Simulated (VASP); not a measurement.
A run of VASP 6.6.1 is set up as follows.

File INCAR:

```
SYSTEM = Al
ALGO = Normal
EDIFF = 1E-6
ENCUT = 500
GGA = PE
GGA_COMPAT = .FALSE.
ISIF = 2
ISMEAR = 1
LASPH = .TRUE.
LCHARG = .TRUE.
LELF = .TRUE.
LREAL = .FALSE.
LVHAR = .TRUE.
LWAVE = .FALSE.
NBANDS = 10
NELM = 120
PREC = Accurate
SIGMA = 0.1
```

Contents of KPOINTS:

```
k-points
0
G
  9 9 5
  0 0 0
```

POSCAR

```
Al
1.0
    2.8132671533      0.0000000000      0.0000000000
   -1.4066335767      2.4363608224      0.0000000000
    0.0000000000      0.0000000000      4.8696081723
Al
2
Direct
    0.3333333333      0.6666666667      0.2500000000
    0.6666666667      0.3333333333      0.7500000000
```

Potentials or basis: VASP PAW PBE potentials, release 64 (Al).

The run is started by

```bash
$ cat potpaw_PBE.64/Al/POTCAR > POTCAR
$ mpirun -np 1 vasp_std > vasp.out
```

Problem. What does it give for the band gap on the k mesh?

Solution. Zero (bands 3 and 4 overlap by 4.66 eV).

Problem. Predict the pressure.

Solution. 0.0 GPa.

Stress tensor (GPa, compression positive):
```
 0.00  0.00  0.00
 0.00  0.00  0.00
 0.00  0.00 -0.09
```
